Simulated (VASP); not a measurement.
Wanted: the native input for a VASP 6.6.1 run.

```yaml
Task: single point
Functional: PBE
Potentials_or_basis: VASP PAW PBE potentials, release 64 (V_sv)
Cutoff: 520 eV
k_mesh: 21 × 21 × 10
Occupations: gaussian, width 0.15 eV
Spin: no spin polarisation
Dipole_correction: no
Further_INCAR_settings: ALGO = Normal; EDIFF = 1e-06; NBANDS = 20
```

The structure of V lies in POSCAR:

```
V
1.0
    2.6042941027      0.0000000000      0.0000000000
   -1.3021470513      2.2553848518      0.0000000000
    0.0000000000      0.0000000000      4.7233360000
V
2
Direct
    0.4739427413      0.1922496281      0.6547283530
    0.3333333333      0.6666666667      0.2500000000
```

This cell differs from its parent crystal: atom 1 (V) moved by (-0.450, -0.450) A along [1 1 0] and z.

These files were run (other wordings do the same):

INCAR

```
SYSTEM = V
  ALGO = Normal
  EDIFF = 1E-6
  ENCUT = 520
  GGA = PE
  ISIF = 2
  ISMEAR = 0
  LASPH = .True.
  LCHARG = .True.
  LELF = .True.
  LREAL = .False.
  LVHAR = .True.
  LWAVE = .False.
  NBANDS = 20
  NELM = 100
  PREC = Accurate
  SIGMA = 0.15
```

KPOINTS

```
k-points
0
Gamma
  21 21 10
  0 0 0
```

Potentials or basis: VASP PAW PBE potentials, release 64 (V_sv).

The run is started by

```bash
$ cat potpaw_PBE.64/V_sv/POTCAR > POTCAR
$ mpirun -np 1 vasp_std > vasp.out
```

Results of the run:

```json
{"Pressure": "14.3 GPa", "Largest force": "3.046 eV/Å", "Band gap on the k mesh": "zero (band 13 reaches 10.91 eV, above the bottom of band 14 at 9.13 eV)"}
```

Caveat: the cell differs from its parent crystal (atom 1 (V) moved by (-0.450, -0.450) A along [1 1 0] and z); forces of over 1 eV/Å act on the atoms, so gaps and moduli don't describe the material at rest.

Wall time 11 min on 1 thread of Intel(R) Xeon(R) Platinum 8259CL CPU @ 2.50GHz (Skylake/Cascade Lake), on a shared host, peak memory 0.96 GiB.
